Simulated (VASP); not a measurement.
# C5N in VASP: notebook

C5N is run at these levels: PBE+D3(BJ); tasks: single point.

Program: VASP 6.6.1. These are calculated values, not measurements. Logs are shortened: lines on timing, memory, paths and dates and some standing lists are left out, and cuts for length are marked.

## 1. The cell of the first run

The cell holds a slab with vacuum, 12 atoms: a = 3.647 Å, b = 4.269 Å, c = 23.131 Å, α = 90.00°, β = 90.00°, γ = 112.97°.

## 2. Single point, PBE+D3(BJ)

Input file INCAR:

```
SYSTEM = C5N
PREC     = Accurate       ! precision mode
ENCUT    = 520            ! plane-wave cutoff, eV
EDIFF    = 1E-7           ! SCF threshold, eV
ISMEAR   = 0              ! smearing method
SIGMA    = 0.05           ! smearing width, eV
LREAL    = .False.        ! projectors in reciprocal space
LASPH    = .True.         ! aspherical terms in the spheres
NELM     = 80             ! most SCF steps
ALGO     = Normal         ! electronic algorithm
ISIF     = 2              ! what is computed and relaxed
LWAVE    = .False.        ! write WAVECAR
LCHARG   = .False.        ! write CHGCAR
LDIPOL   = .True.       
IDIPOL   = 3            
DIPOL    = 0.5 0.5 0.323
GGA      = PE             ! functional
IVDW     = 12             ! dispersion correction
NBANDS   = 37             ! bands
```

Input file KPOINTS:

```
regular mesh
0
Gamma
  8 7 1
  0 0 0
```

Input file POSCAR:

```
C5N
1.0
    3.6473242087      0.0000000000      0.0000000000
   -1.6658829526      3.9310150920      0.0000000000
    0.0000000000      0.0000000000     23.1309581756
C N
10 2
Direct
    0.5001799340      0.3333933113      0.1729284178
    0.4998200660      0.6666066887      0.1729284178
    0.5001799340      0.8333933113      0.2262110668
    0.4998200660      0.1666066887      0.2262110668
    0.5000212336      0.3353169660      0.2794744906
    0.4999787664      0.6646830340      0.2794744906
    0.5001286265      0.8366480411      0.3329734377
    0.4998713735      0.1633519589      0.3329734377
    0.4997623706      0.3544335280      0.3817809063
    0.5002376294      0.6455664720      0.3817809063
    0.9997623706      0.6044335280      0.5201236405
    0.9997623706      0.6044335280      0.5676789554
```

Potentials or basis: VASP PAW PBE potentials, release 64 (C, N).

Run with:

```sh
$ cat potpaw_PBE.64/C/POTCAR potpaw_PBE.64/N/POTCAR > POTCAR
$ mpirun -np 1 vasp_std > vasp.out
```

OUTCAR:

```text
SYSTEM = C5N
   PREC = Accurate
   ENCUT = 520
   EDIFF = 1E-7
   ISMEAR = 0
   LREAL = .False.
   LASPH = .True.
   NELM = 80
   ISIF = 2
   GGA = PE
   IVDW = 12
 IVDW          = 12

 ion  position               nearest neighbor table
   1  0.500  0.333  0.173-   2 1.42   4 1.42
   2  0.500  0.667  0.173-   1 1.42   3 1.42
   3  0.500  0.833  0.226-   4 1.42   2 1.42   6 1.43
   4  0.500  0.167  0.226-   3 1.42   1 1.42   5 1.43
   5  0.500  0.335  0.279-   6 1.41   4 1.43   8 1.44
   6  0.500  0.665  0.279-   5 1.41   3 1.43   7 1.44
   7  0.500  0.837  0.333-  10 1.39   8 1.40   6 1.44
   8  0.500  0.163  0.333-   9 1.39   7 1.40   5 1.44
   9  0.500  0.354  0.382-  10 1.24   8 1.39
  10  0.500  0.646  0.382-   9 1.24   7 1.39
  11  1.000  0.604  0.520-  12 1.10
  12  1.000  0.604  0.568-  11 1.10

  LATTYP: Found a simple monoclinic cell.
 ALAT       =     3.6473242087
 B/A-ratio  =     6.3418980195
 C/A-ratio  =     1.1705654048
 COS(beta)  =    -0.3901884683

  Lattice vectors:

 A1 = (   3.6473242087,   0.0000000000,   0.0000000000)
 A2 = (   0.0000000000,   0.0000000000, -23.1309581756)
 A3 = (  -1.6658829526,   3.9310150920,   0.0000000000)

Analysis of symmetry for initial positions (statically):
=====================================================================
 Subroutine PRICEL returns:
 Original cell was already a primitive cell.

 Routine SETGRP: Setting up the symmetry group for a
 simple monoclinic supercell.

 Subroutine GETGRP returns: Found  1 space group operations
 (whereof  1 operations were pure point group operations)
 out of a pool of  4 trial point group operations.

The static configuration has the point symmetry C_1 .

Analysis of symmetry for dynamics (positions and initial velocities):
=====================================================================
 Subroutine PRICEL returns:
 Original cell was already a primitive cell.

 Routine SETGRP: Setting up the symmetry group for a
 simple monoclinic supercell.

 Subroutine GETGRP returns: Found  1 space group operations
 (whereof  1 operations were pure point group operations)
 out of a pool of  4 trial point group operations.

The dynamic configuration has the point symmetry C_1 .

 Subroutine INISYM returns: Found  1 space group operations
 (whereof  1 operations are pure point group operations),
 and found     1 'primitive' translations

----------------------------------------------------------------------------------------

                                     Primitive cell

  volume of cell :     331.6444

  direct lattice vectors                    reciprocal lattice vectors
     3.647324209  0.000000000  0.000000000     0.274173598  0.116189104  0.000000000
    -1.665882953  3.931015092  0.000000000     0.000000000  0.254387220  0.000000000
     0.000000000  0.000000000 23.130958176     0.000000000  0.000000000  0.043232104

  length of vectors
     3.647324209  4.269431539 23.130958176     0.297776879  0.254387220  0.043232104

  position of ions in fractional coordinates (direct lattice)
     0.500179934  0.333393311  0.172928418
     0.499820066  0.666606689  0.172928418
     0.500179934  0.833393311  0.226211067
     0.499820066  0.166606689  0.226211067
     0.500021234  0.335316966  0.279474491
     0.499978766  0.664683034  0.279474491
     0.500128627  0.836648041  0.332973438
     0.499871373  0.163351959  0.332973438
     0.499762371  0.354433528  0.381780906
     0.500237629  0.645566472  0.381780906
     0.999762371  0.604433528  0.520123641
     0.999762371  0.604433528  0.567678955

  ion indices of the primitive-cell ions
   primitive index   ion index
                 1           1
                 2           2
                 3           3
                 4           4
                 5           5
                 6           6
                 7           7
                 8           8
                 9           9
                10          10
                11          11
                12          12

----------------------------------------------------------------------------------------

 KPOINTS: regular mesh

Automatic generation of k-mesh.
 Grid dimensions read from file:
 generate k-points for:    8    7    1

 Generating k-lattice:

  Cartesian coordinates                     Fractional coordinates (reciprocal lattice)
     0.034271700  0.014523638  0.000000000     0.125000000 -0.000000000  0.000000000
     0.000000000  0.036341031  0.000000000     0.000000000  0.142857143  0.000000000
     0.000000000  0.000000000  0.043232104     0.000000000  0.000000000  1.000000000

  Length of vectors
     0.037222110  0.036341031  0.043232104

  Shift w.r.t. Gamma in fractional coordinates (k-lattice)
     0.000000000  0.000000000  0.000000000

 Subroutine IBZKPT returns following result:
 ===========================================

 Found     29 irreducible k-points:

 Following reciprocal coordinates:
            Coordinates               Weight
  0.000000  0.000000  0.000000      1.000000
  0.125000  0.000000  0.000000      2.000000
  0.250000  0.000000  0.000000      2.000000
  0.375000  0.000000  0.000000      2.000000
  0.500000  0.000000  0.000000      1.000000
  0.000000  0.142857  0.000000      2.000000
[... 16 lines left out ...]
  0.125000  0.428571  0.000000      2.000000
  0.250000  0.428571  0.000000      2.000000
 [... further k-points ...]
   k-points           NKPTS =     29   k-points in BZ     NKDIM =     29   number of bands    NBANDS=     37
   number of dos      NEDOS =    301   number of ions     NIONS =     12
   total plane-waves  NPLWV = 161280
   dimension x,y,z NGX =    28 NGY =   32 NGZ =  180
   dimension x,y,z NGXF=    56 NGYF=   64 NGZF=  360
   ions per type =              10   2
   NGX,Y,Z   is equivalent  to a cutoff of  12.76, 12.46, 12.94 a.u.
   NGXF,Y,Z  is equivalent  to a cutoff of  25.52, 24.92, 25.87 a.u.
 SYSTEM =  C5N
   PREC   = accura    normal or accurate (medium, high low for compatibility)
   ISTART =      0    job   : 0-new  1-cont  2-samecut
   ICHARG =      2    charge: 1-file 2-atom 10-const
   ISPIN  =      1    spin polarized calculation?
   LNONCOLLINEAR =      F non collinear calculations
   LSORBIT =      F    spin-orbit coupling
   LASPH  =      T    aspherical Exc in radial PAW
   ENCUT  =  520.0 eV  38.22 Ry    6.18 a.u.   6.78  7.94 43.01*2*pi/ulx,y,z
   NELM   =     80;   NELMIN=  2; NELMDL= -5     # of ELM steps
   EDIFF  = 0.1E-06   stopping-criterion for ELM
   LREAL  =      F    real-space projection
   EDIFFG = 0.1E-05   stopping-criterion for IOM
   NSW    =      0    number of steps for IOM
   IBRION =     -1    ionic relax: 0-MD 1-quasi-New 2-CG
   NFREE  =      0    steps in history (QN), initial steepest desc. (CG)
   ISIF   =      2    stress and relaxation
   ISYM   =      2    0-nonsym 1-usesym 2-fastsym
   POTIM  = 0.5000    time-step for ionic-motion
   TEBEG  =    0.0;   TEEND  =   0.0 temperature during run
   PSTRESS=    0.0 pullay stress
   NELECT =      50.0000    total number of electrons
   NUPDOWN=      -1.0000    fix difference up-down
   EMIN   =  10.00;   EMAX   =-10.00  energy-range for DOS
   EFERMI =   0.00;   METHOD = LEGACY
   ISMEAR =     0;   SIGMA  =   0.05  broadening in eV -4-tet -1-fermi 0-gaus
   EFERMI_NEDOS =   21; number of points for ismear=-14 and -15
   IALGO  =     38    algorithm
   IMIX   =      4    mixing-type and parameters
     AMIX     =   0.40;   BMIX     =  1.00
     AMIX_MAG =   1.60;   BMIX_MAG =  1.00
  volume/ion in A,a.u.               =      27.64       186.50
  Fermi-wavevector in a.u.,A,eV,Ry     =   0.871312  1.646542 10.329345  0.759185
  Thomas-Fermi vector in A             =   1.990402
   LORBIT       =      0    0 simple, 1 ext, 2 COOP (PROOUT), +10 PAW based schemes
   GGA     = PE    functional components
   LHFCALC =     F    Hartree Fock is set to
   AEXX    =    0.0000 exact exchange contribution
   IVDW    =    12    specifies the selected vdW correction
   LEPSILON=     F    determine dielectric tensor
   LRPA    =     F    only Hartree local field effects (RPA)
 non-spin polarized calculation
 Gauss-broadening in eV      SIGMA  =   0.05
  energy-cutoff  :      520.00
  volume of cell :      331.64
 maximum number of plane-waves:      8966
   NGX = 13   NGY = 15   NGZ = 87

 dipolmoment           0.000000      0.000000      0.019520 electrons x Angstroem

 number of electron      49.9999998 magnetization

 dipolmoment           0.000000      0.000000     -0.073390 electrons x Angstroem

 Free energy of the ion-electron system (eV)
  ---------------------------------------------------
  ext. energy  EPLUGINS =         0.00000000
  ---------------------------------------------------
  free energy    TOTEN  =       -99.14490247 eV

  energy without entropy =      -99.14175065  energy(sigma->0) =      -99.14332656

 E-fermi :  -2.8036     XC(G=0):  -4.4164

 val. band max:       -2.8067618702   @ k =  -0.1250   0.4286   0.0000
 cond. band min:      -2.7410495225   @ k =  -0.2500   0.4286   0.0000
 fundamental gap:      0.0657123477
 Fermi energy:        -2.8036062158

 k-point     1 :       0.0000    0.0000    0.0000
  band No.  band energies     occupation
      1     -25.9643      2.00000
      2     -21.5180      2.00000
      3     -19.6711      2.00000
      4     -16.9609      2.00000
      5     -16.0990      2.00000
      6     -15.4958      2.00000
[... 29 lines left out ...]
     36       3.3505      0.00000
     37       4.1239      0.00000

 k-point     2 :       0.1250    0.0000    0.0000
  band No.  band energies     occupation
      1     -25.9594      2.00000
      2     -21.4791      2.00000
      3     -19.6352      2.00000
      4     -16.9331      2.00000
      5     -16.1181      2.00000
      6     -15.4953      2.00000
[... 29 lines left out ...]
     36       3.5853      0.00000
     37       4.3666      0.00000

 k-point     3 :       0.2500    0.0000    0.0000
  band No.  band energies     occupation
      1     -25.9478      2.00000
      2     -21.3824      2.00000
      3     -19.5463      2.00000
      4     -16.8651      2.00000
      5     -16.1580      2.00000
      6     -15.5004      2.00000
[... 29 lines left out ...]
     36       4.9276      0.00000
     37       5.0484      0.00000
[... 761 lines left out ...]
 k-point    23 :       0.1250    0.4286    0.0000
  band No.  band energies     occupation
      1     -25.9518      2.00000
      2     -20.3355      2.00000
      3     -19.6126      2.00000
      4     -18.5517      2.00000
      5     -17.8031      2.00000
      6     -16.1867      2.00000
[... 29 lines left out ...]
     36       5.1405      0.00000
     37       5.2352      0.00000

 k-point    24 :       0.2500    0.4286    0.0000
  band No.  band energies     occupation
      1     -25.9424      2.00000
      2     -20.2501      2.00000
      3     -19.6091      2.00000
      4     -18.4787      2.00000
      5     -17.7939      2.00000
      6     -16.1381      2.00000
[... 29 lines left out ...]
     36       5.3116      0.00000
     37       5.4531      0.00000

 [... further k-points ...]

------------------------ aborting loop because EDIFF is reached ----------------------------------------

 vacuum level on the upper side and lower side of the slab       (xc-potential included)        -0.483         0.395

 Edisp (eV)   -1.27483

 E8    (eV) :    -0.3720

  FORCE on cell =-STRESS in cart. coord.  units (eV):
  Direction    XX          YY          ZZ          XY          YZ          ZX
  --------------------------------------------------------------------------------------
  -------------------------------------------------------------------------------------
  Total       0.07313    -1.53806    -0.35937     0.60157     0.01901     0.02679
  in kB       0.35330    -7.43037    -1.73613     2.90619     0.09185     0.12942
  external pressure =       -2.94 kB  Pullay stress =        0.00 kB

 VOLUME and BASIS-vectors are now :
 -----------------------------------------------------------------------------
  energy-cutoff  :      520.00
  volume of cell :      331.64
      direct lattice vectors                 reciprocal lattice vectors
     3.647324209  0.000000000  0.000000000     0.274173598  0.116189104  0.000000000
    -1.665882953  3.931015092  0.000000000     0.000000000  0.254387220  0.000000000
     0.000000000  0.000000000 23.130958176     0.000000000  0.000000000  0.043232104

 POSITION                                       TOTAL-FORCE (eV/Angst)
 -----------------------------------------------------------------------------------
      1.26892      1.31057      4.00000        -2.626037      6.144249      1.136378
      0.71252      2.62044      4.00000         2.625928     -6.144575      1.136770
      0.43598      3.27608      5.23248        -0.158751      0.382342     -1.175904
      1.54546      0.65493      5.23248         0.158945     -0.381198     -1.175831
      1.26514      1.31814      6.46451         0.007159     -0.006517     -0.001143
      0.71630      2.61288      6.46451        -0.005347      0.004451     -0.000218
      0.43037      3.28888      7.70199        -0.011830      0.011163      0.017268
      1.55107      0.64214      7.70199         0.007283     -0.007210      0.010337
      1.23235      1.39328      8.83096         0.021370     -0.081504      0.034857
      0.74909      2.53773      8.83096        -0.027858      0.071139      0.017070
      2.63954      2.37604     12.03096         0.011864      0.010825     -2.126562
      2.63954      2.37604     13.13096        -0.002727     -0.003164      2.126980
 -----------------------------------------------------------------------------------
    total drift:                                0.000036     -0.000015     -0.000148

  FREE ENERGIE OF THE ION-ELECTRON SYSTEM (eV)
  ---------------------------------------------------
  free  energy   TOTEN  =      -100.4197286246 eV

  energy  without entropy=     -100.4165768110  energy(sigma->0) =     -100.41815272

 vacuum level on the upper side and lower side of the slab         2.802         3.727
```

It took 4.7 min on 1 thread of Intel Xeon 6975P-C (Granite Rapids), shared host; peak memory 0.55 GiB.

What came out:

* Free energy: -100.4197 eV
* Largest force: 6.778 eV/Å
* Band gap on the k mesh: zero (bands 25 and 26 overlap by 0.74 eV)
* Dispersion energy per atom: -0.106 eV

Forces on the atoms (eV/Å):
```
C   -2.626  6.144  1.136
C    2.626 -6.145  1.137
C   -0.159  0.382 -1.176
C    0.159 -0.381 -1.176
C    0.007 -0.007 -0.001
C   -0.005  0.004  0.000
C   -0.012  0.011  0.017
C    0.007 -0.007  0.010
C    0.021 -0.082  0.035
C   -0.028  0.071  0.017
N    0.012  0.011 -2.127
N   -0.003 -0.003  2.127
```

Levels at points of the mesh, in eV from the Fermi level:
```
           k point  band 23  band 24  band 25  band 26  band 27  band 28
(0.00, 0.00, 0.00)    -1.38    -1.32     0.63     0.69     1.27     1.75
(0.50, 0.00, 0.00)    -1.07    -0.75     0.09     1.13     1.30     1.94
```

Caveat: the standard files for N, O and F lose accuracy on very short bonds.

## 3. Single point, PBE+D3(BJ)

Input file INCAR:

```
PREC = Accurate
ENCUT = 520
EDIFF = 1E-6
ISMEAR = 0
SIGMA = 0.05
LREAL = False
LASPH = True
NELM = 80
ALGO = Normal
ISIF = 2
LWAVE = False
LCHARG = True
LDIPOL = True
IDIPOL = 3
DIPOL = 0.5 0.5 0.323
GGA = PE
IVDW = 12
LELF = True
LVHAR = True
LVACPOTAV = True
NBANDS = 37
```

Input file KPOINTS:

```
Automatic mesh
0
Gamma
  8 7 1
```

Changes to POSCAR since step 2:

```diff
@@ -18,3 +18,3 @@
     0.5002376294      0.6455664720      0.3817809063
-    0.9997623706      0.6044335280      0.5201236405
-    0.9997623706      0.6044335280      0.5676789554
+    1.2497623706      0.3544335280      0.5201236405
+    1.2497623706      0.3544335280      0.5676789554
```

Potentials or basis: VASP PAW PBE potentials, release 64 (C, N).

Run with:

```sh
$ cat potpaw_PBE.64/C/POTCAR potpaw_PBE.64/N/POTCAR > POTCAR
$ mpirun -np 1 vasp_std > vasp.out
```

Run time: 4.1 min. Hardware: 1 thread of Intel Xeon 6975P-C (Granite Rapids), shared host; peak memory 0.55 GiB.

Results (log left out):

```
Free energy                : -100.3957 eV
Largest force              : 6.777 eV/Å
Band gap on the k mesh     : zero (bands 25 and 26 overlap by 0.74 eV)
Dispersion energy per atom : -0.106 eV
```

Forces on the atoms (eV/Å):
```
C   -2.625  6.144  1.136
C    2.626 -6.143  1.135
C   -0.161  0.379 -1.176
C    0.159 -0.382 -1.176
C    0.003 -0.005 -0.002
C   -0.009  0.009 -0.004
C    0.005  0.003  0.001
C    0.009 -0.012  0.014
C    0.048 -0.058 -0.024
C   -0.022  0.092  0.014
N   -0.043 -0.035 -2.058
N    0.011  0.009  2.139
```

Levels at points of the mesh, in eV from the Fermi level:
```csv
k point,band 21,band 22,band 23,band 24,band 25,band 26,band 27,band 28,band 29,band 30
"(0.00, 0.00, 0.00)",-2.01,-1.46,-1.38,-1.32,0.63,0.69,1.27,1.75,2.25,3.45
"(0.50, 0.00, 0.00)",-2.73,-1.72,-1.07,-0.75,0.09,1.12,1.30,1.94,2.09,2.82
```

Caveat: the standard files for N, O and F lose accuracy on very short bonds.

(Continued in part 2 of 2.)

The gap in the log of VASP goes by the Fermi energy; the results here count the filled bands.